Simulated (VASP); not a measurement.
Write the native input for VASP 6.6.1 that does the following.

```
Task                   : single point
Functional             : PBE
Potentials or basis    : VASP PAW PBE potentials, release 64 (Cd)
Cutoff                 : 520 eV
k mesh                 : 18 × 18 × 18
Occupations            : gaussian, width 0.15 eV
Spin                   : no spin polarisation
Dipole correction      : no
Further INCAR settings : ALGO = Fast; EDIFF = 1e-07; NBANDS = 12
```

The structure of Cd lies in POSCAR:

```
Cd
1.0
    0.0000000000      2.3290572375      2.1072422625
    2.3290572375      0.0000000000      2.1072422625
    2.3290572375      2.3290572375      0.0000000000
Cd
1
Direct
    0.0000000000      0.0000000000      0.0000000000
```

This cell differs from its parent crystal: strain +0.050 along x and y, -0.050 along z.

The input as run:

INCAR

```
SYSTEM = Cd
ALGO     = Fast           ! electronic algorithm
EDIFF    = 1E-7           ! SCF threshold, eV
ENCUT    = 520            ! plane-wave cutoff, eV
GGA      = PE             ! functional
ISIF     = 2              ! what is computed and relaxed
ISMEAR   = 0              ! smearing method
LASPH    = .TRUE.         ! aspherical terms in the spheres
LCHARG   = .TRUE.         ! write CHGCAR
LELF     = .TRUE.         ! ELF
LREAL    = .FALSE.        ! projectors in reciprocal space
LVHAR    = .TRUE.       
LWAVE    = .FALSE.        ! write WAVECAR
NBANDS   = 12             ! bands
NELM     = 80             ! most SCF steps
PREC     = Accurate       ! precision mode
SIGMA    = 0.15           ! smearing width, eV
```

KPOINTS

```
k-points
0
G
  18 18 18
  0 0 0
```

Potentials or basis: VASP PAW PBE potentials, release 64 (Cd).

The run is started by

```bash
$ cat potpaw_PBE.64/Cd/POTCAR > POTCAR
$ mpirun -np 1 vasp_std > vasp.out
```

Results of the run:

```yaml
Pressure: 0.4 GPa
Band_gap_on_the_k_mesh: zero (band 6 reaches 4.43 eV, above the bottom of band 7 at 1.16 eV)
```

Caveat: the cell differs from its parent crystal (strain +0.050 along x and y, -0.050 along z).

Wall time 100 s on 1 thread of Intel(R) Xeon(R) Platinum 8259CL CPU @ 2.50GHz (Skylake/Cascade Lake), with other jobs on the host, peak memory 0.24 GiB.
